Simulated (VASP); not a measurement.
Write the native input for VASP 6.6.1 that does the following.

```
Task                   : single point
Functional             : PBE
Dispersion             : D3(BJ)
Potentials or basis    : VASP PAW PBE potentials, release 64 (Mn_pv, S)
Cutoff                 : 500 eV
k mesh                 : 8 × 8 × 8
Occupations            : gaussian, width 0.05 eV
Spin                   : collinear spin, ferromagnetic start
Starting moments       : [4.56, 0.0] μB
Dipole correction      : no
Further INCAR settings : ALGO = Normal; EDIFF = 1e-06; NBANDS = 20
```

The structure of MnS lies in POSCAR:

```
MnS
1.0
    0.0000000000      2.5290885128      2.5290885128
    2.5290885128      0.0000000000      2.5290885128
    2.5290885128      2.5290885128      0.0000000000
Mn S
1 1
Direct
    0.0000000000      0.0000000000      0.0000000000
    0.5000000000      0.5000000000      0.5000000000
```

These files were run (other wordings do the same):

INCAR

```
SYSTEM = MnS
PREC = Accurate
ENCUT = 500
EDIFF = 1E-6
ISMEAR = 0
SIGMA = 0.05
LREAL = .FALSE.
LASPH = .TRUE.
NELM = 200
ALGO = Normal
ISIF = 2
LWAVE = .FALSE.
LCHARG = .FALSE.
ISPIN = 2
MAGMOM = 4.56 0
LORBIT = 11
LMAXMIX = 4
GGA = PE
IVDW = 12
NBANDS = 20
GGA_COMPAT = .FALSE.
```

KPOINTS

```
Automatic mesh
0
G
  8 8 8
  0 0 0
```

Potentials or basis: VASP PAW PBE potentials, release 64 (Mn_pv, S).

Launch:

```bash
$ cat potpaw_PBE.64/Mn_pv/POTCAR potpaw_PBE.64/S/POTCAR > POTCAR
$ mpirun -np 1 vasp_std > vasp.out
```

Results of the run:

```
Pressure                                              : -1.9 GPa
Net moment                                            : 4.52 μB per cell
Site moments                                          : Mn +4.11; S +0.10 μB
Valence electrons inside the program's atomic spheres : Mn 11.39; S 3.75
Dispersion energy per atom                            : -0.447 eV
```

Caveat: three body term missing; a cell with one magnetic atom can't hold antiferromagnetic order, which such compounds often take.

It took 82 s on 1 thread of Intel Xeon 8259CL (shared host), peak memory 0.19 GiB.
